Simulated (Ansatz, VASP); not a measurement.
**Two plane-wave programs on Ta**

```
CELL_PARAMETERS angstrom
2.93576 0.00000 0.00000
-1.46788 2.54245 0.00000
0.00000 0.00000 10.12907
ATOMIC_POSITIONS crystal
Ta 0.00000 0.00000 0.00000
Ta 0.00000 0.00000 0.50000
Ta 0.33333 0.66667 0.25000
Ta 0.66667 0.33333 0.75000
```

Alike in both runs: task single point; functional PBEsol; k mesh 14 × 14 × 4; occupations fermi-dirac, width 0.1 eV; no spin polarisation.

```csv
,VASP,Ansatz
version,VASP 6.6.1,Ansatz 0.2.0
potentials or method,"VASP PAW PBE potentials, release 64 (Ta_pv), cutoff 520 eV","plane waves (420 eV) with PAW, scalar-relativistic"
valence electrons in the cell,44,52
```

Ansatz gave:

```
pressure (GPa)                                                : -7.3
traceless stress, the component that is largest in VASP (GPa) : -0.14
```

Question: Estimate VASP's values.

Answer: Pressure (GPa): -7.3; traceless stress, the component that is largest in VASP (GPa): -0.13.

VASP's potentials were made for PBE, not for PBEsol, and Ansatz warns of the same on its side. The functional is the same, so the differences come from potentials, cutoffs and numerics. VASP's potentials hold 44 valence electrons a cell and Ansatz's 52, so a difference there can come from the potentials and not from the codes.

Neither program's run includes spin-orbit coupling.
